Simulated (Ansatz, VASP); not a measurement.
## CsCdCl3: VASP beside Ansatz

File INCAR:

```
SYSTEM = CsCdCl3
PREC     = Accurate       ! precision mode
ENCUT    = 520            ! plane-wave cutoff, eV
EDIFF    = 1E-6           ! SCF threshold, eV
ISMEAR   = 0              ! smearing method
SIGMA    = 0.02           ! smearing width, eV
LREAL    = .FALSE.        ! projectors in reciprocal space
LASPH    = .TRUE.         ! aspherical terms in the spheres
NELM     = 60             ! most SCF steps
ALGO     = Normal         ! electronic algorithm
ISIF     = 2              ! what is computed and relaxed
LWAVE    = .FALSE.        ! write WAVECAR
LCHARG   = .TRUE.         ! write CHGCAR
LELF     = .TRUE.         ! ELF
LVHAR    = .TRUE.       
NBANDS   = 29             ! bands
```

Contents of KPOINTS:

```
regular mesh
0
G
  6 6 6
  0 0 0
```

POSCAR

```
CsCdCl3
1.0
    5.0605310087      0.0000000000      0.0000000000
    0.0000000000      5.0605310087      0.0000000000
    0.0000000000      0.0000000000      5.0605310087
Cs Cd Cl
1 1 3
Direct
    0.0000000000      0.0000000000      0.0000000000
    0.5000000000      0.5000000000      0.5000000000
    0.0000000000      0.5000000000      0.5000000000
    0.5000000000      0.0000000000      0.5000000000
    0.5000000000      0.5000000000      0.0000000000
```

Input for Ansatz:

```yaml
crystal:
  lattice:
    - [5.0605310087, 0.0, 0.0]
    - [0.0, 5.0605310087, 0.0]
    - [0.0, 0.0, 5.0605310087]
  atoms:
    - { symbol: Cs, position: [0.0, 0.0, 0.0] }
    - { symbol: Cd, position: [0.5, 0.5, 0.5] }
    - { symbol: Cl, position: [0.0, 0.5, 0.5] }
    - { symbol: Cl, position: [0.5, 0.0, 0.5] }
    - { symbol: Cl, position: [0.5, 0.5, 0.0] }
basis:
  ecutwfc: 420
kpoints:
  mp_grid: { grid: [6, 6, 6] }
hamiltonian:
  xc: lda
scf:
  occupations: { method: gaussian, width: 0.02 }
output:
  forces: true
  stress: true
  eigenvalues: true
  write_density: true
  write_potential: true
  elf: true
  volumetric_format: npy
```

Alike in both runs: task single point; functional LDA; k mesh 6 × 6 × 6; occupations gaussian, width 0.02 eV; no spin polarisation.

|  | VASP | Ansatz |
| --- | --- | --- |
| version | VASP 6.6.1 | Ansatz 0.2.0 |
| potentials or method | VASP PAW LDA potentials, release 64 (Cs_sv, Cd, Cl), cutoff 520 eV | scalar-relativistic, plane waves, PAW |
| valence electrons in the cell | 42 | 50 |

|  | VASP | Ansatz | Ansatz less VASP |
| --- | --- | --- | --- |
| gap on the k mesh at the Fermi level (eV) | 1.66 | 1.63 | -0.030 |
| least direct gap on the mesh (eV) | 2.48 | 2.46 | -0.021 |
| pressure (GPa) | 1.8 | 1.4 | -0.33 |

LDA's correlation is that of Perdew and Zunger in VASP and of Perdew and Wang (1992) in Ansatz. VASP's potentials hold 42 valence electrons a cell and Ansatz's 50, so a difference there can come from the potentials and not from the codes.

Neither program's run includes spin-orbit coupling.
